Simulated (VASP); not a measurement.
AlN (zincblende type), 2 atoms in the cell. Symmetry: F-43m, No. 216, cubic system. The conventional cell has a = 4.309 Å, b = 4.309 Å, c = 4.309 Å, α = 90.00°, β = 90.00°, γ = 90.00°. Al (site symmetry -43m) has 4 N at 1.87 Å within 2.5 Å. N (site symmetry -43m) has 4 Al at 1.87 Å within 2.5 Å. 

```yaml
Program: VASP 6.6.1
Task: relaxation of cell and atoms
Functional: PBE
Potentials_or_basis: VASP PAW PBE potentials, release 64 (Al, N)
Cutoff: 600 eV
k_mesh: 17 × 17 × 17
Occupations: fermi-dirac, width 0.08 eV
Spin: no spin polarisation
Dipole_correction: no
Further_INCAR_settings: ALGO = Normal; EDIFF = 1e-06; IBRION = 2; EDIFFG = -0.005; NSW = 60; ISIF = 3
```

Potentials or basis: VASP PAW PBE potentials, release 64 (Al, N).

Launch:

```console
$ cat potpaw_PBE.64/Al/POTCAR potpaw_PBE.64/N/POTCAR > POTCAR
$ mpirun -np 1 vasp_std > vasp.out
```

Hardware: 1 thread of Intel(R) Xeon(R) Platinum 8488C (Sapphire Rapids), with other jobs on the host.

Estimate the wall time of this run.

Wall time 23 s on 1 thread of Intel(R) Xeon(R) Platinum 8488C (Sapphire Rapids), on a shared host, peak memory 0.16 GiB. Counts: scf iterations 25, k points 165, ion steps 3.
